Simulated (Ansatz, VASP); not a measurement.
**Two plane-wave programs on TiC**

```
Ti C
1.0
     3.04209    0.00000    0.00000
    -1.52104    2.63452    0.00000
     0.00000    0.00000    2.69797
Ti C
1 1
Cartesian
  0.0000 0.0000 1.3490
  0.0000 1.7564 0.0000
```

Alike in both runs: task single point; functional PBE0; k mesh 5 × 5 × 5; occupations fermi-dirac, width 0.05 eV; no spin polarisation.

|  | VASP | Ansatz |
| --- | --- | --- |
| version | VASP 6.6.1 | Ansatz 0.2.0 |
| potentials or method | VASP PAW PBE potentials, release 64 (Ti_sv, C) | Ansatz PAW |
| plane-wave cutoff (eV) | 520 | 420 |
| valence electrons in the cell | 16 | 16 |

VASP gave:

- gap on the k mesh at the Fermi level (eV): none
- pressure (GPa): -5.3
- traceless stress, the component that is largest in VASP (GPa): -6.33

**Question.** What did Ansatz give for the same quantities?

**Answer.** gap on the k mesh at the Fermi level (eV): none; pressure (GPa): -5.1; traceless stress, the component that is largest in VASP (GPa): -6.37.

A gap of «none» marks a metal or a gap that the smearing closes. The functional is the same, so the differences come from potentials, cutoffs and numerics.

The k mesh is coarse, so the values compare programs but aren't converged.
